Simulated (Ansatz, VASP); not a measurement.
# One calculation of Si, two programs

Contents of INCAR:

```
SYSTEM = Si
  PREC = Accurate
  ENCUT = 520
  EDIFF = 1E-8
  ISMEAR = -1
  SIGMA = 0.05
  LREAL = .FALSE.
  LASPH = .TRUE.
  NELM = 100
  ALGO = Normal
  ISIF = 2
  LWAVE = .FALSE.
  LCHARG = .FALSE.
  LEFG = .TRUE.
  NBANDS = 11
```

File KPOINTS:

```
Automatic mesh
0
G
  16 16 16
  0 0 0
```

POSCAR

```
Si
1.0
   -2.2879081992      2.4073347711      1.2959053549
    2.2879081992     -2.4073347711      1.2959053549
    2.2879081992      2.4073347711     -1.2959053549
Si
2
Direct
    0.8070000000      0.5570000000      0.2500000000
    0.1930000000      0.4430000000      0.7500000000
```

Input for Ansatz:

```yaml
crystal:
  lattice:
    - [-2.2879081992, 2.4073347711, 1.2959053549]
    - [2.2879081992, -2.4073347711, 1.2959053549]
    - [2.2879081992, 2.4073347711, -1.2959053549]
  atoms:
    - { symbol: Si, position: [0.807, 0.557, 0.25] }
    - { symbol: Si, position: [0.193, 0.443, 0.75] }
kpoints:
  mp_grid: { grid: [16, 16, 16] }
scf:
  occupations: { method: fermi_dirac, width: 0.05 }
hamiltonian:
  xc: lda
  pseudopotentials: { kind: paw }
output:
  forces: true
  stress: true
  eigenvalues: true
  efg: { contact_densities: true }
```

Change from the starting cell: volume scaled by 1.05, PAW files.

Alike in both runs: task electric field gradients; functional LDA; k mesh 16 × 16 × 16; occupations fermi-dirac, width 0.05 eV; no spin polarisation.

|  | VASP | Ansatz |
| --- | --- | --- |
| version | VASP 6.6.1 | Ansatz 0.2.0 |
| potentials or method | VASP PAW LDA potentials, release 64 (Si) | PAW with Ansatz's default frozen-core files, scalar-relativistic |
| plane-wave cutoff (eV) | 520 | 420 |
| valence electrons in the cell | 8 | 8 |

|  | VASP | Ansatz | Ansatz less VASP |
| --- | --- | --- | --- |
| pressure (GPa) | 3.7 | 3.6 | -0.10 |
| traceless stress, the component that is largest in VASP (GPa) | 0.77 | 0.76 | -0.010 |
| rms of the force components (eV/Å) | 0.031 | 0.031 | -0.0004 |
| size of Vzz on the site where it differs most (V/Å²) | 25.3 | 24.8 | -0.47 |

LDA's correlation is that of Perdew and Zunger in VASP and of Perdew and Wang (1992) in Ansatz. Atom by atom the forces differ by 0.000 eV/Å (rms over components).
